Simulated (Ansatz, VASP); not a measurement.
**One calculation of WS2, two programs**

```
W S
1.0
     3.35818    0.00000    0.00000
    -1.67909    2.90827    0.00000
     0.00000    0.00000   15.21019
W S
1 2
Direct
  0.33333 0.66667 0.00000
  0.66667 0.33333 0.90802
  0.66667 0.33333 0.09198
```

Alike in both runs: task single point; functional r2SCAN; k mesh 12 × 12 × 2; occupations gaussian, width 0.05 eV; no spin polarisation.

```csv
,VASP,Ansatz
version,VASP 6.6.1,Ansatz 0.2.0
potentials or method,"VASP PAW PBE potentials, release 64 (W_sv, S), cutoff 520 eV","scalar-relativistic, plane waves, PAW"
valence electrons in the cell,26,26
```

VASP gave:

| Property | Result |
| --- | --- |
| gap on the k mesh at the Fermi level (eV) | none |
| rms of the force components (eV/Å) | 1.113 |

Q: What did Ansatz give for the same quantities?

A: gap on the k mesh at the Fermi level (eV): none; rms of the force components (eV/Å): 1.104.

VASP's potentials were made for PBE, not for r2SCAN. Atom by atom the forces differ by 0.009 eV/Å (rms over components). A gap of «none» marks a metal or a gap that the smearing closes. Ansatz's warnings: xc potential rough in thin density.

Neither program's run includes spin-orbit coupling.
